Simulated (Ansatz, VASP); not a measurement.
Ge in VASP and in Ansatz

POSCAR

```
Ge
1.0
    0.0000000000      2.9219797175      2.9219797175
    2.9219797175      0.0000000000      2.9219797175
    2.9219797175      2.9219797175      0.0000000000
Ge
2
Direct
    0.0000000000      0.0000000000      0.0000000000
    0.2500000000      0.2500000000      0.2500000000
```

INCAR.step1

```
SYSTEM = Ge
PREC     = Accurate       ! precision mode
ENCUT    = 520            ! plane-wave cutoff, eV
ISMEAR   = -1             ! smearing method
SIGMA    = 0.02           ! smearing width, eV
LREAL    = .False.        ! projectors in reciprocal space
LASPH    = .True.         ! aspherical terms in the spheres
NELM     = 150            ! most SCF steps
MAGMOM   = 0 0 0 0 0 0    ! initial moments
LSORBIT  = .True.         ! spin-orbit coupling
GGA_COMPAT= .False.      
NBANDS   = 40             ! bands
GGA      = PE             ! functional
ALGO     = Normal         ! electronic algorithm
EDIFF    = 1E-4           ! SCF threshold, eV
LWAVE    = .True.         ! write WAVECAR
LCHARG   = .False.        ! write CHGCAR
```

The input INCAR.step2:

```
SYSTEM = Ge
PREC     = Accurate       ! precision mode
ENCUT    = 520            ! plane-wave cutoff, eV
EDIFF    = 1E-6           ! SCF threshold, eV
ISMEAR   = -1             ! smearing method
SIGMA    = 0.02           ! smearing width, eV
LREAL    = .False.        ! projectors in reciprocal space
LASPH    = .True.         ! aspherical terms in the spheres
NELM     = 150            ! most SCF steps
ALGO     = Normal         ! electronic algorithm
ISIF     = 2              ! what is computed and relaxed
LWAVE    = .False.        ! write WAVECAR
LCHARG   = .True.         ! write CHGCAR
MAGMOM   = 0 0 0 0 0 0    ! initial moments
LORBIT   = 11             ! projections on sites
LSORBIT  = .True.         ! spin-orbit coupling
GGA_COMPAT= .False.      
LORBMOM  = .True.       
METAGGA  = R2SCAN         ! meta-GGA
LMIXTAU  = .True.       
LVHAR    = .True.       
NBANDS   = 40             ! bands
ISTART   = 1
```

KPOINTS

```
Automatic mesh
0
Gamma
  8 8 8
  0 0 0
```

Input for Ansatz:

```yaml
crystal:
  lattice:
    - [0.0, 2.9219797175, 2.9219797175]
    - [2.9219797175, 0.0, 2.9219797175]
    - [2.9219797175, 2.9219797175, 0.0]
  atoms:
    - { symbol: Ge, position: [0.0, 0.0, 0.0] }
    - { symbol: Ge, position: [0.25, 0.25, 0.25] }
kpoints:
  mp_grid: { grid: [8, 8, 8] }
  band_path:
    path:
      - [0.0, 0.0, 0.0]
      - [0.5, 0.0, 0.5]
      - [0.625, 0.25, 0.625]
      - [0.375, 0.375, 0.75]
      - [0.5, 0.5, 0.5]
      - [0.5, 0.25, 0.75]
      - [0.0, 0.0, 0.5]
    npoints: 1
hamiltonian:
  xc: r2scan
scf:
  occupations: { method: fermi_dirac, width: 0.02 }
  n_extra_bands: 8
magnetization:
  noncollinear: true
  spin_orbit: true
output:
  forces: true
  stress: true
  eigenvalues: true
```

Change from the starting cell: hydrostatic strain +3.0%.

Alike in both runs: task single point; functional r2SCAN; k mesh 8 × 8 × 8; occupations fermi-dirac, width 0.02 eV; non-collinear spin, spin-orbit coupling.

|  | VASP | Ansatz |
| --- | --- | --- |
| version | VASP 6.6.1 | Ansatz 0.2.0 |
| potentials or method | VASP PAW PBE potentials, release 64 (Ge_d) | plane waves, PAW |
| plane-wave cutoff (eV) | 520 | 500 |
| valence electrons in the cell | 28 | 28 |

|  | VASP | Ansatz | Ansatz less VASP |
| --- | --- | --- | --- |
| pressure (GPa) | -5.0 | -5.0 | -0.01 |

VASP's potentials were made for PBE, not for r2SCAN.
